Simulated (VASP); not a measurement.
# Ti3Al (P-6m2) in VASP: a series of runs, part 2 of 2

VASP 6.6.1. Earlier steps stand in the parts before.

**3. Single point, PBE**

This run uses another cell than the first one, of the same volume but with other edges.

INCAR reads:

```
SYSTEM = Ti3Al
  PREC = Accurate
  ENCUT = 520
  EDIFF = 1E-7
  ISMEAR = 0
  SIGMA = 0.15
  LREAL = .FALSE.
  LASPH = .TRUE.
  NELM = 60
  ALGO = Fast
  ISIF = 2
  LWAVE = .FALSE.
  LCHARG = .FALSE.
  GGA = PE
  NBANDS = 28
```

KPOINTS reads:

```
regular mesh
0
G
  15 15 6
  0 0 0
```

POSCAR reads:

```
Ti3Al
1.0
    2.9297375378      0.0000000000      0.0000000000
   -1.4648687689      2.5372271341      0.0000000000
    0.0000000000      0.0000000000      9.2315308735
Ti Al
3 1
Direct
    0.6666666667      0.3333333333      0.0000000000
    0.3333333333      0.6666666667      0.7342089107
    0.3333333333      0.6666666667      0.2657910893
    0.6666666667      0.3333333333      0.5000000000
```

Potentials or basis: VASP PAW PBE potentials, release 64 (Ti_sv, Al).

On the command line:

```console
$ cat potpaw_PBE.64/Ti_sv/POTCAR potpaw_PBE.64/Al/POTCAR > POTCAR
$ mpirun -np 1 vasp_std > vasp.out
```

OUTCAR:

```text
SYSTEM = Ti3Al
   PREC = Accurate
   ENCUT = 520
   EDIFF = 1E-7
   ISMEAR = 0
   LREAL = .FALSE.
   LASPH = .TRUE.
   NELM = 60
   ISIF = 2
   GGA = PE

 ion  position               nearest neighbor table
   1  0.667  0.333  0.000-
   2  0.333  0.667  0.734-   4 2.75   4 2.75   4 2.75
   3  0.333  0.667  0.266-   4 2.75   4 2.75   4 2.75
   4  0.667  0.333  0.500-   2 2.75   3 2.75   2 2.75   3 2.75   2 2.75   3 2.75

  LATTYP: Found a hexagonal cell.
 ALAT       =     2.9297375378
 C/A-ratio  =     3.1509753875

  Lattice vectors:

 A1 = (   2.9297375378,   0.0000000000,   0.0000000000)
 A2 = (  -1.4648687689,   2.5372271341,   0.0000000000)
 A3 = (   0.0000000000,   0.0000000000,   9.2315308735)

Analysis of symmetry for initial positions (statically):
=====================================================================
 Subroutine PRICEL returns:
 Original cell was already a primitive cell.

 Routine SETGRP: Setting up the symmetry group for a
 hexagonal supercell.

 Subroutine GETGRP returns: Found 12 space group operations
 (whereof 12 operations were pure point group operations)
 out of a pool of 24 trial point group operations.

The static configuration has the point symmetry D_3h.

Analysis of symmetry for dynamics (positions and initial velocities):
=====================================================================
 Subroutine PRICEL returns:
 Original cell was already a primitive cell.

 Routine SETGRP: Setting up the symmetry group for a
 hexagonal supercell.

 Subroutine GETGRP returns: Found 12 space group operations
 (whereof 12 operations were pure point group operations)
 out of a pool of 24 trial point group operations.

The dynamic configuration has the point symmetry D_3h.

[... 112 lines left out ...]
   PSTRESS=    0.0 pullay stress
   NELECT =      39.0000    total number of electrons
   NUPDOWN=      -1.0000    fix difference up-down
   EMIN   =  10.00;   EMAX   =-10.00  energy-range for DOS
   EFERMI =   0.00;   METHOD = LEGACY
   ISMEAR =     0;   SIGMA  =   0.15  broadening in eV -4-tet -1-fermi 0-gaus
   EFERMI_NEDOS =   21; number of points for ismear=-14 and -15
   IALGO  =     68    algorithm
   IMIX   =      4    mixing-type and parameters
     AMIX     =   0.40;   BMIX     =  1.00
     AMIX_MAG =   1.60;   BMIX_MAG =  1.00
  volume/ion in A,a.u.               =      17.16       115.77
  Fermi-wavevector in a.u.,A,eV,Ry     =   1.356050  2.562563 25.019375  1.838872
  Thomas-Fermi vector in A             =   2.483086
   LORBIT       =      0    0 simple, 1 ext, 2 COOP (PROOUT), +10 PAW based schemes
   GGA     = PE    functional components
   LHFCALC =     F    Hartree Fock is set to
   AEXX    =    0.0000 exact exchange contribution
   IVDW    =     0    specifies the selected vdW correction
   LEPSILON=     F    determine dielectric tensor
   LRPA    =     F    only Hartree local field effects (RPA)
 non-spin polarized calculation
 RMM-DIIS sequential band-by-band and
 Gauss-broadening in eV      SIGMA  =   0.15
  energy-cutoff  :      520.00
  volume of cell :       68.62
 maximum number of plane-waves:      1907
 NGX is ok and might be reduce to    24

 number of electron      38.9999991 magnetization

 Free energy of the ion-electron system (eV)
  ---------------------------------------------------
  ext. energy  EPLUGINS =         0.00000000
  ---------------------------------------------------
  free energy    TOTEN  =       -27.61971813 eV

  energy without entropy =      -27.56606433  energy(sigma->0) =      -27.59289123

 E-fermi :   7.9167     XC(G=0): -11.1834

 val. band max:        7.9141652824   @ k =   0.2000   0.0667   0.5000
 cond. band min:       7.9178420286   @ k =   0.2000   0.1333   0.5000
 fundamental gap:      0.0036767462
 Fermi energy:         7.9166581874

 k-point     1 :       0.0000    0.0000    0.0000
  band No.  band energies     occupation
      1     -48.8763      2.00000
      2     -48.7257      2.00000
      3     -48.7192      2.00000
      4     -25.2869      2.00000
      5     -25.0332      2.00000
      6     -24.8896      2.00000
[... 733 lines left out ...]
     27      10.8603      0.00000
     28      11.1950      0.00000

 [... further k-points ...]
[... 5 lines left out ...]
  --------------------------------------------------------------------------------------
  -------------------------------------------------------------------------------------
  Total       -0.2287384     -0.2287384      1.1588895      0.0000000      0.0000000      0.0000000
  in kB       -5.3405742     -5.3405742     27.0576968      0.0000000      0.0000000      0.0000000
  external PRESSURE =       5.4588495 kB  Pullay stress =       0.0000000 kB

 VOLUME and BASIS-vectors are now :
 -----------------------------------------------------------------------------
  energy-cutoff  :      520.00
  volume of cell :       68.62
      direct lattice vectors                 reciprocal lattice vectors
     2.929737538  0.000000000  0.000000000     0.341327504  0.197065526  0.000000000
    -1.464868769  2.537227134  0.000000000     0.000000000  0.394131052  0.000000000
     0.000000000  0.000000000  9.231530874     0.000000000  0.000000000  0.108324395

 POSITION                                       TOTAL-FORCE (eV/Angst)
 -----------------------------------------------------------------------------------
      1.46487      0.84574      0.00000         0.000000     -0.000000      0.000000
     -0.00000      1.69148      6.77787         0.000000      0.000000      1.110765
     -0.00000      1.69148      2.45366         0.000000      0.000000     -1.110765
      1.46487      0.84574      4.61577        -0.000000      0.000000      0.000000
 -----------------------------------------------------------------------------------
    total drift:                                0.000000     -0.000000      0.000000

  FREE ENERGIE OF THE ION-ELECTRON SYSTEM (eV)
  ---------------------------------------------------
  free  energy   TOTEN  =       -27.6197181347 eV

  energy  without entropy=      -27.5660643344  energy(sigma->0) =      -27.59289123
```

OSZICAR:

```text
N       E                     dE             d eps       ncg     rms          rms(c)
DAV:   1     0.466922622790E+03    0.46692E+03   -0.19639E+04  6048   0.162E+03
DAV:   2     0.259446336459E+02   -0.44098E+03   -0.43293E+03  6144   0.495E+02
DAV:   3    -0.259709046556E+02   -0.51916E+02   -0.50693E+02 10508   0.143E+02
DAV:   4    -0.314669682387E+02   -0.54961E+01   -0.54681E+01  8804   0.423E+01
[... 45 lines left out ...]
RMM:  50    -0.276197179784E+02   -0.22388E-06   -0.17809E-06  6600   0.477E-03    0.210E-02
RMM:  51    -0.276197181128E+02   -0.13441E-06   -0.15280E-06  6680   0.445E-03    0.212E-02
RMM:  52    -0.276197179917E+02    0.12104E-06   -0.12816E-06  7370   0.453E-03    0.206E-02
RMM:  53    -0.276197180962E+02   -0.10449E-06   -0.10088E-06  6643   0.395E-03    0.206E-02
RMM:  54    -0.276197181347E+02   -0.38529E-07   -0.82551E-07  6500   0.368E-03
   1 F= -.27619718E+02 E0= -.27592891E+02  d E =-.536538E-01
```

stdout:

```text
POSCAR found type information on POSCAR TiAl
 POSCAR found :  2 types and       4 ions
 scaLAPACK will be used
 LDA part: xc-table for (Slater+PW92), standard interpolation
[... 48 lines left out ...]
 num prob  num prob  num prob  num prob  num prob  num prob  num prob  num prob  num prob  num prob  num prob  num prob  num prob WARNING in EDDRMM: call to ZHEGV failed, returncode =   8  4     14
 num prob  num prob  num prob  num prob  num prob  num prob WARNING in EDDRMM: call to ZHEGV failed, returncode =   6  3      5
 num prob  num prob  num prob  num prob  num prob WARNING in EDDRMM: call to ZHEGV failed, returncode =   6  3     15
 num prob  num prob  num prob  num prob  num prob  num prob  num prob  num prob  num prob  num prob  num prob RMM:  41    -0.276197158693E+02   -0.85826E-06   -0.11597E-05  8144   0.1
```

Run time: 26 min. Hardware: 1 thread of Intel Xeon 8259CL, shared host; peak memory 0.32 GiB.

What came out:

```
Free energy            : -27.6197 eV
Pressure               : 0.5 GPa
Largest force          : 1.111 eV/Å
Band gap on the k mesh : zero (an odd number of electrons rules out a gap without spin polarisation)
```

Forces in eV/Å, atoms in the order of the input:
```
Ti   0.000  0.000  0.000
Ti   0.000  0.000  1.111
Ti   0.000  0.000 -1.111
Al   0.000  0.000  0.000
```

Caveat: forces of over 1 eV/Å act on the atoms, so gaps and moduli don't describe the material at rest.
